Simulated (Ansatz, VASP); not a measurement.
## One calculation of TiSi, two programs

File INCAR:

```
  PREC = Accurate
  ENCUT = 520
  EDIFF = 1E-7
  ISMEAR = 0
  SIGMA = 0.15
  LREAL = False
  LASPH = True
  NELM = 100
  ALGO = Normal
  ISIF = 2
  LWAVE = False
  LCHARG = True
  GGA = PS
  LELF = True
  LVHAR = True
  NBANDS = 15
```

File KPOINTS:

```
Automatic mesh
0
Gamma
  24 24 18
```

Contents of POSCAR:

```
TiSi
1.0
    1.8273669009     -2.0945964553      0.0000000000
    1.8273669009      2.0945964553      0.0000000000
    0.0000000000      0.0000000000      3.6908791631
Ti Si
1 1
Direct
    0.5000000000      0.5000000000      0.0000000000
    0.0000000000      0.0000000000      0.5000000000
```

Input for Ansatz:

```yaml
crystal:
  lattice:
    - [1.8273669009, -2.0945964553, 0.0]
    - [1.8273669009, 2.0945964553, 0.0]
    - [0.0, 0.0, 3.6908791631]
  atoms:
    - { symbol: Ti, position: [0.5, 0.5, 0.0] }
    - { symbol: Si, position: [0.0, 0.0, 0.5] }
basis:
  ecutwfc: 420
kpoints:
  mp_grid: { grid: [24, 24, 18] }
hamiltonian:
  xc: pbesol
scf:
  occupations: { method: gaussian, width: 0.15 }
output:
  forces: true
  stress: true
  eigenvalues: true
```

Alike in both runs: task single point; functional PBEsol; k mesh 24 × 24 × 18; occupations gaussian, width 0.15 eV; no spin polarisation.

|  | VASP | Ansatz |
| --- | --- | --- |
| version | VASP 6.6.1 | Ansatz 0.2.0 |
| potentials or method | VASP PAW PBE potentials, release 64 (Ti_sv, Si), cutoff 520 eV | scalar-relativistic, plane waves, PAW |
| valence electrons in the cell | 16 | 16 |

```csv
,VASP,Ansatz,Ansatz less VASP
gap on the k mesh at the Fermi level (eV),none,none,-
pressure (GPa),0.9,0.8,-0.05
"traceless stress, the component that is largest in VASP (GPa)",3.40,3.34,-0.060
```

VASP's potentials were made for PBE, not for PBEsol. A gap of «none» marks a metal or a gap that the smearing closes. The functional is the same, so the differences come from potentials, cutoffs and numerics.
